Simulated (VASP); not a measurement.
Wanted: the native input for a VASP 6.6.1 run.

- Task: single point
- Functional: PBE
- Potentials or basis: VASP PAW PBE potentials, release 64 (Na_pv, Cl)
- Cutoff: 520 eV
- k mesh: 8 × 8 × 8
- Occupations: gaussian, width 0.05 eV
- Spin: no spin polarisation
- Dipole correction: no
- Further INCAR settings: ALGO = Normal; EDIFF = 1e-07; NBANDS = 14

The structure of NaCl lies in POSCAR:

```
NaCl
1.0
    0.0000000000      2.6052100000      2.6052100000
    2.6052100000      0.0000000000      2.6052100000
    2.6052100000      2.6052100000      0.0000000000
Na Cl
1 1
Direct
    0.0000000000      0.0000000000      0.0000000000
    0.5000000000      0.5000000000      0.5000000000
```

This cell differs from its parent crystal: strain -0.080 along x and y, -0.080 along z.

One way to write it, as run:

INCAR

```
  ALGO = Normal
  EDIFF = 1E-7
  ENCUT = 520
  GGA = PE
  ISIF = 2
  ISMEAR = 0
  LASPH = T
  LCHARG = F
  LREAL = F
  LWAVE = F
  NBANDS = 14
  NELM = 60
  PREC = Accurate
  SIGMA = 0.05
```

KPOINTS

```
k-points
0
Gamma
  8 8 8
```

Potentials or basis: VASP PAW PBE potentials, release 64 (Na_pv, Cl).

Run with:

```sh
$ cat potpaw_PBE.64/Na_pv/POTCAR potpaw_PBE.64/Cl/POTCAR > POTCAR
$ mpirun -np 1 vasp_std > vasp.out
```

Results of the run:

```yaml
Pressure: 11.8 GPa
Band_gap_on_the_k_mesh: 6.20 eV
```

Caveat: the cell differs from its parent crystal (strain -0.080 along x and y, -0.080 along z); the cell stands under pressure.

It took 19 s on 1 thread of Intel Xeon 8259CL (shared host), peak memory 0.15 GiB.
